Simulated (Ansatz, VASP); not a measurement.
MgO in VASP and in Ansatz

The input INCAR:

```
SYSTEM = MgO
PREC     = Accurate       ! precision mode
ENCUT    = 520            ! plane-wave cutoff, eV
EDIFF    = 1E-6           ! SCF threshold, eV
ISMEAR   = 0              ! smearing method
SIGMA    = 0.05           ! smearing width, eV
LREAL    = .False.        ! projectors in reciprocal space
LASPH    = .True.         ! aspherical terms in the spheres
NELM     = 60             ! most SCF steps
ALGO     = Normal         ! electronic algorithm
ISIF     = 2              ! what is computed and relaxed
LWAVE    = .False.        ! write WAVECAR
LCHARG   = .False.        ! write CHGCAR
GGA      = PE             ! functional
NBANDS   = 11             ! bands
```

Contents of KPOINTS:

```
regular mesh
0
Gamma
  10 10 10
  0 0 0
```

Contents of POSCAR:

```
MgO
1.0
    0.1105628498      2.1836162842      2.1836162842
    2.1836162842      0.1105628498      2.1836162842
    2.1836162842      2.1836162842      0.1105628498
Mg O
1 1
Direct
    0.0000000000      0.0000000000      0.0000000000
    0.5000000000      0.5000000000      0.5000000000
```

Input for Ansatz:

```yaml
crystal:
  lattice:
    - [0.1105628498, 2.1836162842, 2.1836162842]
    - [2.1836162842, 0.1105628498, 2.1836162842]
    - [2.1836162842, 2.1836162842, 0.1105628498]
  atoms:
    - { symbol: Mg, position: [0.0, 0.0, 0.0] }
    - { symbol: O, position: [0.5, 0.5, 0.5] }
basis:
  ecutwfc: 420
kpoints:
  mp_grid: { grid: [10, 10, 10] }
hamiltonian:
  xc: pbe
scf:
  occupations: { method: gaussian, width: 0.05 }
output:
  forces: true
  stress: true
  eigenvalues: true
```

Alike in both runs: task single point; functional PBE; k mesh 10 × 10 × 10; occupations gaussian, width 0.05 eV; no spin polarisation.

|  | VASP | Ansatz |
| --- | --- | --- |
| version | VASP 6.6.1 | Ansatz 0.2.0 |
| potentials or method | VASP PAW PBE potentials, release 64 (Mg, O), cutoff 520 eV | scalar-relativistic, plane waves, PAW |
| valence electrons in the cell | 8 | 16 |

```csv
,VASP,Ansatz,Ansatz less VASP
gap on the k mesh at the Fermi level (eV),4.12,4.14,+0.020
least direct gap on the mesh (eV),4.12,4.14,+0.020
pressure (GPa),-0.7,0.1,+0.75
"traceless stress, the component that is largest in VASP (GPa)",-8.11,-8.05,+0.060
```

VASP's potentials hold 8 valence electrons a cell and Ansatz's 16, so a difference there can come from the potentials and not from the codes.
